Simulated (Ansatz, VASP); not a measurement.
One calculation of Sb, two programs

POSCAR

```
Sb
1.0
    3.3180000000      0.0000000000      0.0000000000
    0.0000000000      3.3180000000      0.0000000000
    0.0000000000      0.0000000000      3.1600000000
Sb
1
Direct
    0.0000000000      0.0000000000      0.0000000000
```

INCAR.step1

```
  PREC = Accurate
  ENCUT = 520
  ISMEAR = 0
  SIGMA = 0.15
  LREAL = False
  LASPH = True
  NELM = 80
  NBANDS = 8
  GGA = PE
  ALGO = Normal
  EDIFF = 1E-4
  LWAVE = True
  LCHARG = False
```

INCAR.step2

```
  PREC = Accurate
  ENCUT = 520
  EDIFF = 1E-7
  ISMEAR = 0
  SIGMA = 0.15
  LREAL = False
  LASPH = True
  NELM = 80
  ALGO = Normal
  ISIF = 2
  LWAVE = False
  LCHARG = False
  METAGGA = R2SCAN
  LMIXTAU = True
  NBANDS = 8
  ISTART = 1
```

KPOINTS

```
Automatic mesh
0
Gamma
  16 16 16
```

Input for Ansatz:

```yaml
crystal:
  lattice:
    - [3.318, 0.0, 0.0]
    - [0.0, 3.318, 0.0]
    - [0.0, 0.0, 3.16]
  atoms:
    - { symbol: Sb, position: [0.0, 0.0, 0.0] }
basis:
  ecutwfc: 500
kpoints:
  mp_grid: { grid: [16, 16, 16] }
hamiltonian:
  xc: r2scan
scf:
  occupations: { method: gaussian, width: 0.15 }
output:
  forces: true
  stress: true
  eigenvalues: true
```

Change from the starting cell: strain +0.050 along x and y, +0.000 along z, atoms carried along.

Alike in both runs: task single point; functional r2SCAN; k mesh 16 × 16 × 16; occupations gaussian, width 0.15 eV; no spin polarisation.

|  | VASP | Ansatz |
| --- | --- | --- |
| version | VASP 6.6.1 | Ansatz 0.2.0 |
| potentials or method | VASP PAW PBE potentials, release 64 (Sb), cutoff 520 eV | scalar-relativistic, plane waves, PAW |
| valence electrons in the cell | 5 | 15 |

```csv
,VASP,Ansatz,Ansatz less VASP
gap on the k mesh at the Fermi level (eV),none,none,-
pressure (GPa),-6.8,-6.8,+0.03
"traceless stress, the component that is largest in VASP (GPa)",1.68,1.68,-0.005
```

VASP's potentials were made for PBE, not for r2SCAN. A gap of «none» marks a metal or a gap that the smearing closes. VASP's potentials hold 5 valence electrons a cell and Ansatz's 15, so a difference there can come from the potentials and not from the codes.

Spin-orbit coupling is off throughout.
